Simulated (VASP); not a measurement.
# Al in VASP: settings compared

The runs below take Al through single point, relaxation of cell and atoms, with revPBE+D3(BJ), RPBE+D4, revPBE+D4.

Everything below comes from runs of VASP 6.6.1. Logs are shortened: lines on timing, memory, paths and dates and some standing lists are left out, and cuts for length are marked.

### 1 The cell of the first run

The typed cell holds 1 atom: a = 2.787 Å, b = 2.787 Å, c = 2.805 Å, α = 60.21°, β = 60.25°, γ = 59.99°.

### 2 Single point, revPBE+D3(BJ)

Contents of INCAR:

```
SYSTEM = Al
  ALGO = Normal
  EDIFF = 1E-6
  ENCUT = 520
  GGA = RE
  ISIF = 2
  ISMEAR = -1
  IVDW = 12
  LASPH = .True.
  LCHARG = .False.
  LREAL = .False.
  LWAVE = .False.
  NBANDS = 8
  NELM = 80
  PREC = Accurate
  SIGMA = 0.05
```

Contents of KPOINTS:

```
k-points
0
Gamma
  11 11 11
  0 0 0
```

Contents of POSCAR:

```
Al
1.0
   -0.0004699998      1.9696176834      1.9711295447
    1.9705068377      0.0000844503      1.9705739827
    1.9838107763      1.9829409011     -0.0132122149
Al
1
Direct
    0.0000000000      0.0000000000      0.0000000000
```

Potentials or basis: VASP PAW PBE potentials, release 64 (Al).

Run with:

```console
> cat potpaw_PBE.64/Al/POTCAR > POTCAR
> mpirun -np 1 vasp_std > vasp.out
```

OUTCAR:

```text
SYSTEM = Al
   EDIFF = 1E-6
   ENCUT = 520
   GGA = RE
   ISIF = 2
   ISMEAR = -1
   IVDW = 12
   LASPH = .True.
   LREAL = .False.
   NELM = 80
   PREC = Accurate
 IVDW          = 12

 ion  position               nearest neighbor table
   1  0.000  0.000  0.000-

  LATTYP: Found a triclinic cell.
 ALAT       =     2.8048715438
 B/A-ratio  =     1.0004991283
 C/A-ratio  =     0.9935445996
 COS(alpha) =     0.0000322594
 COS(beta)  =     0.4967447940
 COS(gamma) =     0.5068237084

  Lattice vectors:

 A1 = (   0.0133039386,   1.9828564508,  -1.9837861976)
 A2 = (   1.9842807761,   0.0133232177,  -1.9843417596)
 A3 = (  -1.9705068377,  -0.0000844503,  -1.9705739827)

Analysis of symmetry for initial positions (statically):
=====================================================================
 Subroutine PRICEL returns:
 Original cell was already a primitive cell.

 Routine SETGRP: Setting up the symmetry group for a
 triclinic supercell.

 Subroutine GETGRP returns: Found  2 space group operations
 (whereof  2 operations were pure point group operations)
 out of a pool of  2 trial point group operations.

The static configuration has the point symmetry S_2 .

Analysis of symmetry for dynamics (positions and initial velocities):
=====================================================================
 Subroutine PRICEL returns:
 Original cell was already a primitive cell.

 Routine SETGRP: Setting up the symmetry group for a
 triclinic supercell.

 Subroutine GETGRP returns: Found  2 space group operations
 (whereof  2 operations were pure point group operations)
 out of a pool of  2 trial point group operations.

The dynamic configuration has the point symmetry S_2 .

 Subroutine INISYM returns: Found  2 space group operations
 (whereof  2 operations are pure point group operations),
 and found     1 'primitive' translations

----------------------------------------------------------------------------------------

                                     Primitive cell

  volume of cell :      15.4545

  direct lattice vectors                    reciprocal lattice vectors
    -0.000470000  1.969617683  1.971129545    -0.252841211  0.254636663  0.252821684
     1.970506838  0.000084450  1.970573983     0.254596270 -0.253022968  0.252889605
     1.983810776  1.982940901 -0.013212215     0.251131549  0.251386460 -0.251133766

  length of vectors
     2.786529333  2.786764975  2.804948195     0.438961629  0.439082037  0.435121104

  position of ions in fractional coordinates (direct lattice)
     0.000000000  0.000000000  0.000000000

  ion indices of the primitive-cell ions
   primitive index   ion index
                 1           1

----------------------------------------------------------------------------------------

 KPOINTS: k-points

Automatic generation of k-mesh.
 Grid dimensions read from file:
 generate k-points for:   11   11   11

 Generating k-lattice:

  Cartesian coordinates                     Fractional coordinates (reciprocal lattice)
    -0.022985565  0.023148788  0.022983789     0.090909091  0.000000000  0.000000000
     0.023145115 -0.023002088  0.022989964    -0.000000000  0.090909091 -0.000000000
     0.022830141  0.022853315 -0.022830342     0.000000000  0.000000000  0.090909091

  Length of vectors
     0.039905603  0.039916549  0.039556464

  Shift w.r.t. Gamma in fractional coordinates (k-lattice)
     0.000000000  0.000000000  0.000000000

 Subroutine IBZKPT returns following result:
 ===========================================

 Found    666 irreducible k-points:

 Following reciprocal coordinates:
            Coordinates               Weight
  0.000000  0.000000  0.000000      1.000000
  0.090909 -0.000000  0.000000      2.000000
  0.181818 -0.000000  0.000000      2.000000
  0.272727 -0.000000  0.000000      2.000000
  0.363636 -0.000000  0.000000      2.000000
  0.454545 -0.000000  0.000000      2.000000
[... 16 lines left out ...]
  0.454545  0.181818  0.000000      2.000000
 -0.454545  0.181818 -0.000000      2.000000
 [... further k-points ...]
   k-points           NKPTS =    666   k-points in BZ     NKDIM =    666   number of bands    NBANDS=      8
   number of dos      NEDOS =    301   number of ions     NIONS =      1
   total plane-waves  NPLWV =  13824
   dimension x,y,z NGX =    24 NGY =   24 NGZ =   24
   dimension x,y,z NGXF=    48 NGYF=   48 NGZF=   48
   ions per type =               1
   NGX,Y,Z   is equivalent  to a cutoff of  14.32, 14.32, 14.22 a.u.
   NGXF,Y,Z  is equivalent  to a cutoff of  28.64, 28.63, 28.45 a.u.
 SYSTEM =  Al
   PREC   = accura    normal or accurate (medium, high low for compatibility)
   ISTART =      0    job   : 0-new  1-cont  2-samecut
   ICHARG =      2    charge: 1-file 2-atom 10-const
   ISPIN  =      1    spin polarized calculation?
   LNONCOLLINEAR =      F non collinear calculations
   LSORBIT =      F    spin-orbit coupling
   LASPH  =      T    aspherical Exc in radial PAW
   ENCUT  =  520.0 eV  38.22 Ry    6.18 a.u.   5.18  5.18  5.22*2*pi/ulx,y,z
   NELM   =     80;   NELMIN=  2; NELMDL= -5     # of ELM steps
   EDIFF  = 0.1E-05   stopping-criterion for ELM
   LREAL  =      F    real-space projection
   EDIFFG = 0.1E-04   stopping-criterion for IOM
   NSW    =      0    number of steps for IOM
   IBRION =     -1    ionic relax: 0-MD 1-quasi-New 2-CG
   NFREE  =      0    steps in history (QN), initial steepest desc. (CG)
   ISIF   =      2    stress and relaxation
   ISYM   =      2    0-nonsym 1-usesym 2-fastsym
   POTIM  = 0.5000    time-step for ionic-motion
   TEBEG  =    0.0;   TEEND  =   0.0 temperature during run
   PSTRESS=    0.0 pullay stress
   NELECT =       3.0000    total number of electrons
   NUPDOWN=      -1.0000    fix difference up-down
   EMIN   =  10.00;   EMAX   =-10.00  energy-range for DOS
   EFERMI =   0.00;   METHOD = LEGACY
   ISMEAR =    -1;   SIGMA  =   0.05  broadening in eV -4-tet -1-fermi 0-gaus
   EFERMI_NEDOS =   21; number of points for ismear=-14 and -15
   IALGO  =     38    algorithm
   IMIX   =      4    mixing-type and parameters
     AMIX     =   0.40;   BMIX     =  1.00
     AMIX_MAG =   1.60;   BMIX_MAG =  1.00
  volume/ion in A,a.u.               =      15.45       104.29
  Fermi-wavevector in a.u.,A,eV,Ry     =   0.947902  1.791276 12.225095  0.898519
  Thomas-Fermi vector in A             =   2.076040
   LORBIT       =      0    0 simple, 1 ext, 2 COOP (PROOUT), +10 PAW based schemes
   GGA     = RE    functional components
   LHFCALC =     F    Hartree Fock is set to
   AEXX    =    0.0000 exact exchange contribution
   IVDW    =    12    specifies the selected vdW correction
   LEPSILON=     F    determine dielectric tensor
   LRPA    =     F    only Hartree local field effects (RPA)
 non-spin polarized calculation
  energy-cutoff  :      520.00
  volume of cell :       15.45
 maximum number of plane-waves:       429
 NGX is ok and might be reduce to    24
   NGX = 11   NGY = 11   NGZ = 11

 number of electron       3.0000000 magnetization

 Free energy of the ion-electron system (eV)
  ---------------------------------------------------
  ext. energy  EPLUGINS =         0.00000000
  ---------------------------------------------------
  free energy    TOTEN  =        -3.53744608 eV

  energy without entropy =       -3.53421726  energy(sigma->0) =       -3.53583167

 E-fermi :   8.7682     XC(G=0): -10.3935

 val. band max:        8.7277210787   @ k =   0.4545  -0.1818   0.4545
 cond. band min:       8.8215767742   @ k =   0.3636  -0.0909   0.0909
 fundamental gap:      0.0938556956
 Fermi energy:         8.7682173864

 k-point     1 :       0.0000    0.0000    0.0000
  band No.  band energies     occupation
      1      -2.8215      2.00000
      2      21.5210      0.00000
      3      21.8532      0.00000
      4      21.8572      0.00000
      5      23.5814      0.00000
      6      23.9726      0.00000
      7      23.9833      0.00000
      8      25.6881      0.00000

 k-point     2 :       0.0909   -0.0000    0.0000
  band No.  band energies     occupation
      1      -2.5860      2.00000
      2      18.9104      0.00000
      3      21.0234      0.00000
      4      21.3111      0.00000
      5      24.2233      0.00000
      6      24.6227      0.00000
      7      24.9028      0.00000
      8      27.7266      0.00000

 k-point     3 :       0.1818   -0.0000    0.0000
  band No.  band energies     occupation
      1      -1.8819      2.00000
      2      15.1194      0.00000
      3      20.3305      0.00000
      4      20.5998      0.00000
      5      23.9475      0.00000
      6      25.4473      0.00000
      7      25.5435      0.00000
      8      26.6837      0.00000

 k-point     4 :       0.2727   -0.0000    0.0000
  band No.  band energies     occupation
      1      -0.7168      2.00000
      2      11.5446      0.00000
      3      19.9368      0.00000
      4      20.1827      0.00000
      5      23.6523      0.00000
      6      23.7470      0.00000
      7      23.8006      0.00000
      8      27.9021      0.00000

 k-point     5 :       0.3636   -0.0000    0.0000
  band No.  band energies     occupation
      1       0.8970      2.00000
      2       8.3031      1.99982
      3      19.9035      0.00000
      4      20.1262      0.00000
      5      22.2083      0.00000
      6      22.3206      0.00000
      7      23.7214      0.00000
      8      26.3774      0.00000
[... 177 lines left out ...]
 k-point    22 :       0.3636    0.1818    0.0000
  band No.  band energies     occupation
      1       0.5791      2.00000
      2      11.1560      0.00000
      3      16.6929      0.00000
      4      16.8195      0.00000
      5      18.5333      0.00000
      6      24.4084      0.00000
      7      27.7310      0.00000
      8      30.0905      0.00000

 k-point    23 :       0.4545    0.1818    0.0000
  band No.  band energies     occupation
      1       2.3230      2.00000
      2       8.0830      2.00000
      3      15.3336      0.00000
      4      16.8414      0.00000
      5      18.6724      0.00000
      6      26.4255      0.00000
      7      27.0741      0.00000
      8      29.8484      0.00000

 k-point    24 :      -0.4545    0.1818   -0.0000
  band No.  band energies     occupation
      1       4.4436      2.00000
      2       5.4197      2.00000
      3      14.3116      0.00000
      4      17.3189      0.00000
      5      19.2181      0.00000
      6      25.4443      0.00000
      7      28.2293      0.00000
      8      30.6512      0.00000

 [... further k-points ...]

------------------------ aborting loop because EDIFF is reached ----------------------------------------

 Edisp (eV)   -0.68423

 E8    (eV) :    -0.4847

  FORCE on cell =-STRESS in cart. coord.  units (eV):
  Direction    XX          YY          ZZ          XY          YZ          ZX
  --------------------------------------------------------------------------------------
  -------------------------------------------------------------------------------------
  Total      -0.02292    -0.01908    -0.02328     0.00028    -0.00064     0.00013
  in kB      -2.37603    -1.97780    -2.41354     0.02864    -0.06653     0.01355
  external pressure =       -2.26 kB  Pullay stress =        0.00 kB

 VOLUME and BASIS-vectors are now :
 -----------------------------------------------------------------------------
  energy-cutoff  :      520.00
  volume of cell :       15.45
      direct lattice vectors                 reciprocal lattice vectors
    -0.000470000  1.969617683  1.971129545    -0.252841211  0.254636663  0.252821684
     1.970506838  0.000084450  1.970573983     0.254596270 -0.253022968  0.252889605
     1.983810776  1.982940901 -0.013212215     0.251131549  0.251386460 -0.251133766

 POSITION                                       TOTAL-FORCE (eV/Angst)
 -----------------------------------------------------------------------------------
      0.00000      0.00000      0.00000         0.000000      0.000000      0.000000
 -----------------------------------------------------------------------------------
    total drift:                               -0.000000      0.000000      0.000000

  FREE ENERGIE OF THE ION-ELECTRON SYSTEM (eV)
  ---------------------------------------------------
  free  energy   TOTEN  =        -4.2216719198 eV

  energy  without entropy=       -4.2184431036  energy(sigma->0) =       -4.22005751
```

It took 21 s on 1 thread of Intel Xeon 6975P-C (Granite Rapids), shared host; peak memory 0.2 GiB.

What came out:

| Property | Result |
| --- | --- |
| Free energy | -4.2217 eV |
| Pressure | -0.2 GPa |
| Band gap on the k mesh | zero (an odd number of electrons rules out a gap without spin polarisation) |
| Dispersion energy per atom | -0.684 eV |

Caveat: the PAW data sets were made with another functional, which shifts forces and pressure a little.

(Continued in part 2 of 2.)

The gap in the log of VASP goes by the Fermi energy; the results here count the filled bands.